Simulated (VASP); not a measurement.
The system is Cu.

```xyz
2
Lattice="1.1936 -3.8952 0.0000 1.1936 3.8952 0.0000 0.0000 0.0000 2.4250" Properties=species:S:1:pos:R:3 pbc="T T T"
Cu    1.1936   -2.8523    1.8187
Cu    1.1936    2.8523    0.6062
```

Base run:

* Program: VASP 6.6.1
* Functional: r2SCAN
* Potentials or basis: VASP PAW PBE potentials, release 64 (Cu)
* Cutoff: 520 eV
* k mesh: 11 × 11 × 11
* Occupations: fermi-dirac, width 0.05 eV
* Spin: no spin polarisation

Its results: band gap on the k mesh zero (bands 11 and 12 overlap by 5.96 eV); pressure 11.5 GPa; largest force 0.109 eV/Å.

Q: The run is repeated on the same cell with these changes: functional from r2SCAN to LDA; potentials or basis from VASP PAW PBE potentials, release 64 (Cu) to VASP PAW LDA potentials, release 64 (Cu). What comes out?

A: Band gap on the k mesh zero (bands 11 and 12 overlap by 5.62 eV); pressure 3.1 GPa; largest force 0.046 eV/Å.

Caveats: the cell stands under pressure; the PAW data sets were made with another functional, which shifts forces and pressure a little (at least some runs).
